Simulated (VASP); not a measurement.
ZrC: single point with PBE

ZrC:

```
Zr C
1.0
     3.36102    0.02253   -0.02976
    -1.66099    2.89957    0.02954
    -0.04642    0.02640    5.33279
Zr C
2 2
Direct
  0.33696 0.67599 0.24603
  0.68904 0.32775 0.74611
  0.03363 0.01770 0.99926
  0.01846 0.00450 0.49087
```

```json
{"Program": "VASP 6.6.1", "Task": "single point", "Functional": "PBE", "Potentials or basis": "VASP PAW PBE potentials, release 64 (Zr_sv, C)", "Cutoff": "520 eV", "k mesh": "1 × 1 × 1", "Occupations": "gaussian, width 0.1 eV", "Spin": "no spin polarisation"}
```

```yaml
Pressure: 17.5 GPa
Largest_force: 1.710 eV/Å
```

Forces in eV/Å, atoms in the order of the input:
```
Zr  -1.636  0.464  0.178
Zr   1.084 -0.807  0.513
C    0.032  0.017  0.238
C    0.520  0.325 -0.929
```

Stress tensor (GPa, compression positive):
```
 50.32  -7.50   0.51
 -7.50  40.79  -0.34
  0.51  -0.34 -38.51
```

Levels at points of the mesh, in eV from the Fermi level:
```tsv
k point	band 12	band 13	band 14	band 15	band 16	band 17	band 18	band 19	band 20	band 21
(0.00, 0.00, 0.00)	-3.98	-3.73	-2.34	-1.94	-0.16	0.16	0.25	0.64	1.12	1.24
```

Wall time 12 s on 1 thread of Intel Xeon 8259CL (shared host), peak memory 0.16 GiB.

Caveat: the k points lie up to 2.16 Å⁻¹ apart, too coarse for converged energies, forces and pressures; forces of over 1 eV/Å act on the atoms, so gaps and moduli don't describe the material at rest.
